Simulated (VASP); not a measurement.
Here is a VASP 6.6.1 calculation.

INCAR

```
SYSTEM = Hg
PREC = Accurate
ENCUT = 410
EDIFF = 1E-8
ISMEAR = -1
SIGMA = 0.03
LREAL = .FALSE.
LASPH = .TRUE.
NELM = 120
ALGO = Normal
ISIF = 2
LWAVE = .FALSE.
LCHARG = .FALSE.
LEFG = .TRUE.
NBANDS = 16
GGA_COMPAT = .FALSE.
```

Contents of KPOINTS:

```
regular mesh
0
G
  12 12 12
  0 0 0
```

File POSCAR:

```
Hg
1.0
    1.7527662299      1.0119600547      2.2633981081
   -1.7527662299      1.0119600547      2.2633981081
    0.0000000000     -2.0239201093      2.2633981081
Hg
1
Direct
    0.0000000000      0.0000000000      0.0000000000
```

Potentials or basis: VASP PAW LDA potentials, release 64 (Hg_sv_GW).

Run with:

```sh
$ cat potpaw_LDA.64/Hg_sv_GW/POTCAR > POTCAR
$ mpirun -np 1 vasp_std > vasp.out
```

Question: Estimate the pressure.

Answer: -5.8 GPa.

Question: What does it give for the band gap on the k mesh?

Answer: Zero (bands 10 and 11 overlap by 2.91 eV).

Stress tensor (GPa, compression positive):
```
-5.16  0.00  0.00
 0.00 -5.16  0.00
 0.00  0.00 -7.09
```

Caveat: the cell stands under tension; without QUAD_EFG the Cq values of the log hold for a quadrupole moment of 1 mb, not for the nuclei; spin-orbit coupling is left out, which moves the levels of the heavy elements.
